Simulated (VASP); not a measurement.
Runs of VASP 6.6.1 on Ge. The structure is that of space group I4_1/amd (No. 141), or close to it. The cells are those of the table. 

```tsv
cell	gap on the mesh (eV)	pressure (GPa)
a = 4.211, b = 4.211, c = 3.949 Å, angles 62.0, 62.0, 55.9°, 2 atoms	none	-5.5
a = 4.204, b = 4.204, c = 3.807 Å, angles 63.1, 63.1, 53.8°, 2 atoms	none	-2.8
a = 4.044, b = 4.044, c = 4.282 Å, angles 58.0, 58.0, 63.9°, 2 atoms	none	-5.6
a = 4.086, b = 4.086, c = 4.438 Å, angles 57.1, 57.1, 65.8°, 2 atoms	none	-7.4
a = 4.223, b = 4.223, c = 4.093 Å, angles 61.0, 61.0, 58.0°, 2 atoms	none	-7.4
a = 3.956, b = 3.956, c = 4.298 Å, angles 57.1, 57.1, 65.8°, 2 atoms	none	(b)
a = 3.978, b = 3.978, c = 4.212 Å, angles 58.0, 58.0, 63.9°, 2 atoms	none	-3.2
a = 4.008, b = 4.008, c = 4.127 Å, angles 59.0, 59.0, 62.0°, 2 atoms	none	(a)
```

Alike in all rows: task single point; level LDA; potentials or basis VASP PAW LDA potentials, release 64 (Ge_d); no spin polarisation; k mesh 16 × 16 × 16; cutoff (eV) 520; smearing gaussian 0.15 eV.

**Question.** Fill in the values left out.

**Answer.** (a) -3.1; (b) -3.5.

Caveats: the cell stands under tension (at least some runs); semilocal functionals underestimate gaps, so a narrow gap can read as zero (at least some runs).

A k mesh can miss the band edges, and the runs leave out spin-orbit coupling on Ge.

A gap of «none» marks levels without a gap at the run's occupations.
